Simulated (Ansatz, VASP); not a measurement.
Ta: VASP beside Ansatz

Contents of INCAR:

```
SYSTEM = Ta
PREC     = Accurate       ! precision mode
ENCUT    = 520            ! plane-wave cutoff, eV
EDIFF    = 1E-7           ! SCF threshold, eV
ISMEAR   = 0              ! smearing method
SIGMA    = 0.15           ! smearing width, eV
LREAL    = .False.        ! projectors in reciprocal space
LASPH    = .True.         ! aspherical terms in the spheres
NELM     = 60             ! most SCF steps
ALGO     = Normal         ! electronic algorithm
ISIF     = 2              ! what is computed and relaxed
LWAVE    = .False.        ! write WAVECAR
LCHARG   = .True.         ! write CHGCAR
GGA      = PE             ! functional
LELF     = .True.         ! ELF
LVHAR    = .True.       
NBANDS   = 12             ! bands
```

File KPOINTS:

```
regular mesh
0
Gamma
  20 20 20
  0 0 0
```

POSCAR

```
Ta
1.0
   -1.5852288000      1.5852288000      1.6512800000
    1.5852288000     -1.5852288000      1.6512800000
    1.5852288000      1.5852288000     -1.6512800000
Ta
1
Direct
    0.0000000000      0.0000000000      0.0000000000
```

Input for Ansatz:

```yaml
crystal:
  lattice:
    - [-1.5852288, 1.5852288, 1.65128]
    - [1.5852288, -1.5852288, 1.65128]
    - [1.5852288, 1.5852288, -1.65128]
  atoms:
    - { symbol: Ta, position: [0.0, 0.0, 0.0] }
basis:
  ecutwfc: 420
kpoints:
  mp_grid: { grid: [20, 20, 20] }
hamiltonian:
  xc: pbe
scf:
  occupations: { method: gaussian, width: 0.15 }
output:
  forces: true
  stress: true
  eigenvalues: true
  write_density: true
  write_potential: true
  elf: true
  volumetric_format: npy
```

Change from the starting cell: strain -0.040 along x and y, +0.000 along z, atoms carried along.

Alike in both runs: task single point; functional PBE; k mesh 20 × 20 × 20; occupations gaussian, width 0.15 eV; no spin polarisation.

```csv
,VASP,Ansatz
version,VASP 6.6.1,Ansatz 0.2.0
potentials or method,"VASP PAW PBE potentials, release 64 (Ta_pv), cutoff 520 eV","scalar-relativistic, plane waves, PAW"
valence electrons in the cell,11,13
```

|  | VASP | Ansatz | Ansatz less VASP |
| --- | --- | --- | --- |
| gap on the k mesh at the Fermi level (eV) | none | none | - |
| pressure (GPa) | 23.2 | 22.9 | -0.29 |
| traceless stress, the component that is largest in VASP (GPa) | -3.85 | -3.86 | -0.011 |

A gap of «none» marks a metal or a gap that the smearing closes. With one functional, cell and mesh, what is left measures potentials, basis and numerics. VASP's potentials hold 11 valence electrons a cell and Ansatz's 13, so a difference there can come from the potentials and not from the codes.

Spin-orbit coupling is off throughout.
